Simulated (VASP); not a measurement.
# Cl (Cmce) in VASP: notebook, part 2 of 2

VASP 6.6.1. The steps go on from the part before.

### Step 4. Single point, PBE+D3(BJ) (27.93 Å³/atom)

This run uses another cell than the first one, of 27.93 Å³/atom.

Contents of INCAR:

```
PREC     = Accurate       # precision mode
ENCUT    = 520            # plane-wave cutoff, eV
EDIFF    = 1E-6           # SCF threshold, eV
ISMEAR   = 0              # smearing method
SIGMA    = 0.02           # smearing width, eV
LREAL    = F              # projectors in reciprocal space
LASPH    = T              # aspherical terms in the spheres
NELM     = 80             # most SCF steps
ALGO     = Normal         # electronic algorithm
ISIF     = 2              # what is computed and relaxed
LWAVE    = F              # write WAVECAR
LCHARG   = T              # write CHGCAR
GGA      = PE             # functional
IVDW     = 12             # dispersion correction
LELF     = T              # ELF
LVHAR    = T            
NBANDS   = 22             # bands
```

Contents of KPOINTS:

```
Automatic mesh
0
Gamma
  8 8 4
```

Contents of POSCAR:

```
Cl
1.0
    3.3470610407     -2.0523590977      0.0000000000
    3.3470610407      2.0523590977      0.0000000000
    0.0000000000      0.0000000000      8.1329498195
Cl
4
Direct
    0.8772516903      0.1227483097      0.1084326815
    0.6227483097      0.3772516903      0.6084326815
    0.1227483097      0.8772516903      0.8915673185
    0.3772516903      0.6227483097      0.3915673185
```

Started as:

```
$ cat potpaw_PBE.64/Cl/POTCAR > POTCAR
$ mpirun -np 1 vasp_std > vasp.out
```

Wall time 3.1 min (1 thread of Intel Xeon 8259CL, shared host); peak memory 0.28 GiB.

Results (log left out):

```
Free energy                : -7.9567 eV
Pressure                   : -0.5 GPa
Largest force              : 0.171 eV/Å
Band gap on the k mesh     : 2.25 eV
Dispersion energy per atom : -0.157 eV
```

Forces in eV/Å, atoms in the order of the input:
```
Cl   0.000 -0.081 -0.150
Cl   0.000  0.081 -0.150
Cl   0.000  0.081  0.150
Cl   0.000 -0.081  0.150
```

Stress tensor (GPa, compression positive):
```
-0.26  0.00  0.00
 0.00 -0.45  0.00
 0.00  0.00 -0.92
```

Levels at points of the mesh, in eV from the valence-band top:
```
           k point  band 12  band 13  band 14  band 15  band 16  band 17
(0.00, 0.00, 0.00)    -0.34    -0.22     0.00     2.25     3.09     6.76
(0.50, 0.00, 0.00)    -0.82    -0.34    -0.34     2.94     2.94     8.03
(0.50, 0.50, 0.00)    -1.11    -0.38    -0.13     2.32     2.93     8.45
(0.00, 0.00, 0.50)    -0.79    -0.10    -0.10     2.60     2.60     7.24
(0.50, 0.00, 0.50)    -0.57    -0.09    -0.09     2.66     2.66     8.31
(0.50, 0.50, 0.50)    -0.87    -0.70    -0.70     2.57     2.57     9.08
```

### Step 5. Single point, PBE+D3(BJ) (28.75 Å³/atom)

This run uses another cell than the first one, of 28.75 Å³/atom.

Contents of INCAR:

```
SYSTEM = Cl
  PREC = Accurate
  ENCUT = 520
  EDIFF = 1E-6
  ISMEAR = 0
  SIGMA = 0.02
  LREAL = .False.
  LASPH = .True.
  NELM = 100
  ALGO = Normal
  ISIF = 2
  LWAVE = .False.
  LCHARG = .False.
  GGA = PE
  IVDW = 12
  NBANDS = 22
```

Contents of KPOINTS:

```
Automatic mesh
0
Gamma
  8 8 4
  0 0 0
```

Contents of POSCAR:

```
Cl
1.0
    3.4003338633     -2.0699205515      0.0000000000
    3.4003338633      2.0699205515      0.0000000000
    0.0000000000      0.0000000000      8.1688040735
Cl
4
Direct
    0.8787278414      0.1212721586      0.1080086180
    0.6212721586      0.3787278414      0.6080086180
    0.1212721586      0.8787278414      0.8919913820
    0.3787278414      0.6212721586      0.3919913820
```

Potentials or basis: VASP PAW PBE potentials, release 64 (Cl).

Started as:

```
$ cat potpaw_PBE.64/Cl/POTCAR > POTCAR
$ mpirun -np 1 vasp_std > vasp.out
```

OUTCAR:

```text
SYSTEM = Cl
   PREC = Accurate
   ENCUT = 520
   EDIFF = 1E-6
   ISMEAR = 0
   LREAL = .False.
   LASPH = .True.
   NELM = 100
   ISIF = 2
   GGA = PE
   IVDW = 12
 IVDW          = 12

 ion  position               nearest neighbor table
   1  0.879  0.121  0.108-   3 2.03
   2  0.621  0.379  0.608-   4 2.03
   3  0.121  0.879  0.892-   1 2.03
   4  0.379  0.621  0.392-   2 2.03

  LATTYP: Found a base centered orthorhombic cell.
 ALAT       =     4.1398411030
 B/A-ratio  =     1.6427364136
[... 803 lines left out ...]

  FORCE on cell =-STRESS in cart. coord.  units (eV):
  Direction    XX          YY          ZZ          XY          YZ          ZX
  --------------------------------------------------------------------------------------
  -------------------------------------------------------------------------------------
  Total      -0.29320    -0.42860    -0.76345     0.00000     0.00000     0.00000
  in kB      -4.08519    -5.97173   -10.63725     0.00000     0.00000     0.00000
  external pressure =       -6.90 kB  Pullay stress =        0.00 kB

 VOLUME and BASIS-vectors are now :
 -----------------------------------------------------------------------------
  energy-cutoff  :      520.00
  volume of cell :      114.99
      direct lattice vectors                 reciprocal lattice vectors
     3.400333863 -2.069920552  0.000000000     0.147044384 -0.241555165  0.000000000
     3.400333863  2.069920552  0.000000000     0.147044384  0.241555165  0.000000000
     0.000000000  0.000000000  8.168804074     0.000000000  0.000000000  0.122416940

 POSITION                                       TOTAL-FORCE (eV/Angst)
 -----------------------------------------------------------------------------------
      3.40033     -1.56787      0.88230         0.000000     -0.080987     -0.150422
      3.40033     -0.50205      4.96670         0.000000      0.080987     -0.150422
      3.40033      1.56787      7.28650         0.000000      0.080987      0.150422
      3.40033      0.50205      3.20210         0.000000     -0.080987      0.150422
 -----------------------------------------------------------------------------------
    total drift:                               -0.000000      0.000000      0.000000

  FREE ENERGIE OF THE ION-ELECTRON SYSTEM (eV)
  ---------------------------------------------------
  free  energy   TOTEN  =        -7.9520412178 eV

  energy  without entropy=       -7.9520412178  energy(sigma->0) =       -7.95204122
```

OSZICAR:

```text
N       E                     dE             d eps       ncg     rms          rms(c)
DAV:   1     0.181563885513E+03    0.18156E+03   -0.11992E+04  2772   0.107E+03
DAV:   2     0.557012125233E+01   -0.17599E+03   -0.17016E+03  3912   0.202E+02
DAV:   3    -0.762923557241E+01   -0.13199E+02   -0.13144E+02  3520   0.629E+01
DAV:   4    -0.780337539285E+01   -0.17414E+00   -0.17407E+00  3750   0.867E+00
DAV:   5    -0.780605203850E+01   -0.26766E-02   -0.26765E-02  3570   0.105E+00    0.155E+01
DAV:   6    -0.746329418758E+01    0.34276E+00   -0.23629E-01  3462   0.274E+00    0.102E+01
DAV:   7    -0.735825530036E+01    0.10504E+00   -0.52954E-01  3420   0.397E+00    0.835E-01
DAV:   8    -0.734590710676E+01    0.12348E-01   -0.66874E-02  3174   0.154E+00    0.390E-01
DAV:   9    -0.734604710911E+01   -0.14000E-03   -0.17671E-03  3492   0.258E-01    0.862E-02
DAV:  10    -0.734615120458E+01   -0.10410E-03   -0.15485E-04  3840   0.780E-02    0.529E-02
DAV:  11    -0.734615444368E+01   -0.32391E-05   -0.41805E-05  3474   0.373E-02    0.150E-02
DAV:  12    -0.734615476284E+01   -0.31916E-06   -0.42620E-06  3420   0.132E-02
   1 F= -.79520412E+01 E0= -.79520412E+01  d E =-.169673E-15
```

stdout:

```text
POSCAR found type information on POSCAR Cl
 POSCAR found :  1 types and       4 ions
 scaLAPACK will be used
 LDA part: xc-table for (Slater+PW92), standard interpolation
 POSCAR, INCAR and KPOINTS ok, starting setup
 FFT: planning ... GRIDC
 FFT: planning ... GRID_SOFT
 FFT: planning ... GRID
 WAVECAR not read
 entering main loop
```

Wall time 3.1 min (1 thread of Intel Xeon 8259CL, shared host); peak memory 0.29 GiB.

What came out:

| Property | Result |
| --- | --- |
| Free energy | -7.9520 eV |
| Pressure | -0.7 GPa |
| Largest force | 0.171 eV/Å |
| Band gap on the k mesh | 2.27 eV |
| Dispersion energy per atom | -0.151 eV |

Forces on the atoms (eV/Å):
```
Cl   0.000 -0.081 -0.150
Cl   0.000  0.081 -0.150
Cl   0.000  0.081  0.150
Cl   0.000 -0.081  0.150
```

Stress tensor (GPa, compression positive):
```
-0.41  0.00  0.00
 0.00 -0.60  0.00
 0.00  0.00 -1.06
```

### Step 6. Single point, PBE+D3(BJ)

This run uses another cell than the first one, of 29.05 Å³/atom.

Contents of INCAR:

```
SYSTEM = Cl
ALGO     = Normal         ! electronic algorithm
EDIFF    = 1E-6           ! SCF threshold, eV
ENCUT    = 520            ! plane-wave cutoff, eV
GGA      = PE             ! functional
ISIF     = 2              ! what is computed and relaxed
ISMEAR   = 0              ! smearing method
IVDW     = 12             ! dispersion correction
LASPH    = .True.         ! aspherical terms in the spheres
LCHARG   = .False.        ! write CHGCAR
LREAL    = .False.        ! projectors in reciprocal space
LWAVE    = .False.        ! write WAVECAR
NBANDS   = 22             ! bands
NELM     = 100            ! most SCF steps
PREC     = Accurate       ! precision mode
SIGMA    = 0.02           ! smearing width, eV
```

Contents of KPOINTS:

```
k-points
0
Gamma
  8 8 4
  0 0 0
```

Contents of POSCAR:

```
Cl
1.0
    3.1450000000     -2.2500000000      0.0000000000
    3.1450000000      2.2500000000      0.0000000000
    0.0000000000      0.0000000000      8.2100000000
Cl
4
Direct
    0.8844405554      0.1155594446      0.1055191552
    0.6155594446      0.3844405554      0.6055191552
    0.1155594446      0.8844405554      0.8944808448
    0.3844405554      0.6155594446      0.3944808448
```

Potentials or basis: VASP PAW PBE potentials, release 64 (Cl).

Started as:

```
$ cat potpaw_PBE.64/Cl/POTCAR > POTCAR
$ mpirun -np 1 vasp_std > vasp.out
```

Run time: 3 min. Hardware: 1 thread of Intel Xeon 8259CL, shared host; peak memory 0.29 GiB.

The run converged. Its results:

```
Free energy                : -7.9284 eV
Pressure                   : -0.8 GPa
Largest force              : 0.180 eV/Å
Band gap on the k mesh     : 2.46 eV
Dispersion energy per atom : -0.151 eV
```

Forces in eV/Å, atoms in the order of the input:
```
Cl   0.000 -0.090 -0.156
Cl   0.000  0.090 -0.156
Cl   0.000  0.090  0.156
Cl   0.000 -0.090  0.156
```

Stress tensor (GPa, compression positive):
```
 0.03  0.00  0.00
 0.00 -1.00  0.00
 0.00  0.00 -1.43
```

Levels at points of the mesh, in eV from the valence-band top:
| k point | band 10 | band 11 | band 12 | band 13 | band 14 | band 15 | band 16 | band 17 | band 18 | band 19 |
| --- | --- | --- | --- | --- | --- | --- | --- | --- | --- | --- |
| (0.00, 0.00, 0.00) | -2.16 | -0.71 | -0.19 | -0.09 | 0.00 | 2.46 | 3.13 | 6.89 | 7.30 | 8.91 |
| (0.50, 0.00, 0.00) | -2.41 | -0.61 | -0.61 | -0.14 | -0.14 | 2.93 | 2.93 | 8.34 | 8.34 | 10.23 |
| (0.50, 0.50, 0.00) | -2.75 | -1.09 | -0.94 | -0.20 | -0.02 | 2.56 | 2.86 | 8.41 | 8.70 | 8.80 |
| (0.00, 0.00, 0.50) | -2.17 | -0.54 | -0.54 | -0.04 | -0.04 | 2.71 | 2.71 | 7.40 | 7.40 | 9.65 |
| (0.50, 0.00, 0.50) | -2.44 | -0.45 | -0.45 | -0.02 | -0.02 | 2.80 | 2.80 | 8.57 | 8.57 | 9.92 |
| (0.50, 0.50, 0.50) | -2.79 | -0.64 | -0.64 | -0.53 | -0.53 | 2.65 | 2.65 | 8.92 | 8.92 | 10.05 |

### Step 7. Single point, PBE+D3(BJ) (29.83 Å³/atom)

This run uses another cell than the first one, of 29.83 Å³/atom.

Contents of INCAR:

```
SYSTEM = Cl
  PREC = Accurate
  ENCUT = 520
  EDIFF = 1E-7
  ISMEAR = 0
  SIGMA = 0.02
  LREAL = .FALSE.
  LASPH = .TRUE.
  NELM = 60
  ALGO = Normal
  ISIF = 2
  LWAVE = .FALSE.
  LCHARG = .FALSE.
  GGA = PE
  IVDW = 12
  NBANDS = 22
```

Contents of KPOINTS:

```
Automatic mesh
0
G
  8 8 4
  0 0 0
```

Contents of POSCAR:

```
Cl
1.0
    3.4705910562     -2.0930367579      0.0000000000
    3.4705910562      2.0930367579      0.0000000000
    0.0000000000      0.0000000000      8.2137265051
Cl
4
Direct
    0.8806826896      0.1193173104      0.1074886220
    0.6193173104      0.3806826896      0.6074886220
    0.1193173104      0.8806826896      0.8925113780
    0.3806826896      0.6193173104      0.3925113780
```

Started as:

```
$ cat potpaw_PBE.64/Cl/POTCAR > POTCAR
$ mpirun -np 1 vasp_std > vasp.out
```

Run time: 3.7 min. Hardware: 1 thread of Intel Xeon 8259CL, shared host; peak memory 0.29 GiB.

It converged, with:

| Property | Result |
| --- | --- |
| Free energy | -7.9417 eV |
| Pressure | -0.8 GPa |
| Largest force | 0.168 eV/Å |
| Band gap on the k mesh | 2.29 eV |
| Dispersion energy per atom | -0.144 eV |

Forces in eV/Å, atoms in the order of the input:
```
Cl   0.000 -0.079 -0.149
Cl   0.000  0.079 -0.149
Cl   0.000  0.079  0.149
Cl   0.000 -0.079  0.149
```

Stress tensor (GPa, compression positive):
```
-0.54  0.00  0.00
 0.00 -0.74  0.00
 0.00  0.00 -1.19
```

Levels at points of the mesh, in eV from the valence-band top:
| k point | band 10 | band 11 | band 12 | band 13 | band 14 | band 15 | band 16 | band 17 | band 18 | band 19 |
| --- | --- | --- | --- | --- | --- | --- | --- | --- | --- | --- |
| (0.00, 0.00, 0.00) | -2.30 | -0.88 | -0.29 | -0.23 | 0.00 | 2.29 | 3.09 | 6.60 | 7.15 | 8.74 |
| (0.50, 0.00, 0.00) | -2.63 | -0.70 | -0.70 | -0.31 | -0.31 | 2.93 | 2.93 | 8.04 | 8.04 | 10.05 |
| (0.50, 0.50, 0.00) | -2.60 | -1.16 | -1.00 | -0.31 | -0.10 | 2.37 | 2.97 | 8.48 | 8.66 | 9.09 |
| (0.00, 0.00, 0.50) | -2.40 | -0.70 | -0.70 | -0.11 | -0.11 | 2.63 | 2.63 | 7.10 | 7.10 | 9.44 |
| (0.50, 0.00, 0.50) | -2.67 | -0.49 | -0.49 | -0.10 | -0.10 | 2.69 | 2.69 | 8.28 | 8.28 | 9.67 |
| (0.50, 0.50, 0.50) | -2.60 | -0.76 | -0.76 | -0.59 | -0.59 | 2.62 | 2.62 | 9.08 | 9.08 | 9.69 |

A k mesh can miss the band edges.

### Step 8. Overview

| cell | gap on the mesh (eV) | pressure (GPa) | largest force (eV/Å) |
| --- | --- | --- | --- |
| a = 3.870, b = 3.870, c = 8.099 Å, angles 90.0, 90.0, 63.4°, 4 atoms, atomic positions A | 2.24 | -0.4 | 0.17 |
| a = 3.926, b = 3.926, c = 8.133 Å, angles 90.0, 90.0, 63.0°, 4 atoms, atomic positions B | 2.25 | -0.5 | 0.17 |
| a = 3.981, b = 3.981, c = 8.169 Å, angles 90.0, 90.0, 62.7°, 4 atoms, atomic positions C | 2.27 | -0.7 | 0.17 |
| a = 3.867, b = 3.867, c = 8.210 Å, angles 90.0, 90.0, 71.2°, 4 atoms, atomic positions D | 2.46 | -0.8 | 0.18 |
| a = 4.053, b = 4.053, c = 8.214 Å, angles 90.0, 90.0, 62.2°, 4 atoms, atomic positions E | 2.29 | -0.8 | 0.17 |

Alike in all rows: task single point; level PBE+D3(BJ); potentials or basis VASP PAW PBE potentials, release 64 (Cl); no spin polarisation; k mesh 8 × 8 × 4; cutoff (eV) 520; smearing gaussian 0.02 eV.

Absolute energies hang on the potentials; compare differences alone.
